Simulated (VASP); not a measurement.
**ZrB2: single point with PBE**

ZrB2:

```
Zr B
1.0
     3.16990    0.00000    0.00000
    -1.58495    2.74522    0.00000
     0.00000    0.00000    3.54620
Zr B
1 2
Direct
  0.00000 0.00000 0.00000
  0.66667 0.33333 0.50000
  0.33333 0.66667 0.50000
```

```json
{"Program": "VASP 6.6.1", "Task": "single point", "Functional": "PBE", "Potentials or basis": "VASP PAW PBE potentials, release 64 (Zr_sv, B)", "Cutoff": "520 eV", "k mesh": "10 × 10 × 8", "Occupations": "fermi-dirac, width 0.05 eV", "Spin": "no spin polarisation"}
```

```json
{
  "Pressure": "0.1 GPa",
  "Band gap on the k mesh": "zero (band 9 reaches 11.09 eV, above the bottom of band 10 at 10.25 eV)"
}
```

Levels at points of the mesh, in eV from the Fermi level:
```csv
k point,band 6,band 7,band 8,band 9,band 10,band 11,band 12,band 13
"(0.00, 0.00, 0.00)",-2.51,-2.51,-2.50,-2.29,3.47,3.47,4.21,4.21
"(0.50, 0.00, 0.00)",-8.42,-3.82,-2.96,-2.58,2.30,2.38,5.01,5.05
"(0.00, 0.00, 0.50)",-6.87,-0.86,-0.86,0.45,0.45,0.86,0.86,1.85
"(0.50, 0.00, 0.50)",-6.91,-4.49,-4.03,-1.93,3.76,4.16,5.37,6.24
```

Wall time 40 s on 1 thread of Intel Xeon 8259CL, on a shared host, peak memory 0.16 GiB.
